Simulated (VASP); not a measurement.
SiNi3: single point with r2SCAN

The system is SiNi3.

```
Ni Si
1.0
     3.49413    0.00000    0.00000
     0.00000    3.49413    0.00000
     0.00000    0.00000    3.49413
Ni Si
3 1
Direct
  0.50000 0.50000 0.00000
  0.50000 0.00000 0.50000
  0.00000 0.50000 0.50000
  0.00000 0.00000 0.00000
```

```yaml
Program: VASP 6.6.1
Task: single point
Functional: r2SCAN
Potentials_or_basis: VASP PAW PBE potentials, release 64 (Ni, Si)
Cutoff: 520 eV
k_mesh: 8 × 8 × 8
Occupations: fermi-dirac, width 0.05 eV
Spin: collinear spin, ferromagnetic start
Starting_moments: "[1.0, 1.0, 1.0, 0.0] μB"
Dipole_correction: no
Further_INCAR_settings: ALGO = Normal; EDIFF = 1e-06; NBANDS = 29
```

```yaml
Pressure: -5.3 GPa
Band_gap_on_the_k_mesh: zero (filled and empty bands overlap)
Net_moment: 0.00 μB per cell
Valence_electrons_inside_the_program's_atomic_spheres: Ni 9.53; Si 1.55
```

Levels at points of the mesh, in eV from the Fermi level:
Spin up:
```
           k point  band 13  band 14  band 15  band 16  band 17  band 18  band 19  band 20  band 21  band 22
(0.00, 0.00, 0.00)    -0.97    -0.73    -0.73    -0.36     0.05     0.05     0.05     5.37     6.61     6.61
(0.50, 0.00, 0.00)    -1.36    -1.36    -1.23    -0.66     0.05     3.81     3.81     5.52     5.52     5.86
(0.50, 0.50, 0.00)    -1.56    -1.54    -1.17    -1.07    -0.96     0.66     0.66     5.92     6.87     8.04
(0.50, 0.50, 0.50)    -1.58    -1.31    -1.31    -0.46    -0.22    -0.22    -0.22     1.41     4.26     4.26
```
Spin down:
| k point | band 15 | band 16 | band 17 | band 18 | band 19 | band 20 |
| --- | --- | --- | --- | --- | --- | --- |
| (0.00, 0.00, 0.00) | -0.74 | -0.36 | 0.04 | 0.04 | 0.04 | 5.37 |
| (0.50, 0.00, 0.00) | -1.23 | -0.66 | 0.04 | 3.81 | 3.81 | 5.52 |
| (0.50, 0.50, 0.00) | -1.18 | -1.07 | -0.97 | 0.66 | 0.66 | 5.92 |
| (0.50, 0.50, 0.50) | -1.31 | -0.46 | -0.23 | -0.23 | -0.23 | 1.41 |

Run time: 2.2 min on 1 thread of Intel(R) Xeon(R) 6975P-C (Granite Rapids), with other jobs on the host, peak memory 0.21 GiB.

Caveat: the cell stands under tension; the moments typed at the start vanished in this run; the PAW data sets were made with another functional, which shifts forces and pressure a little.
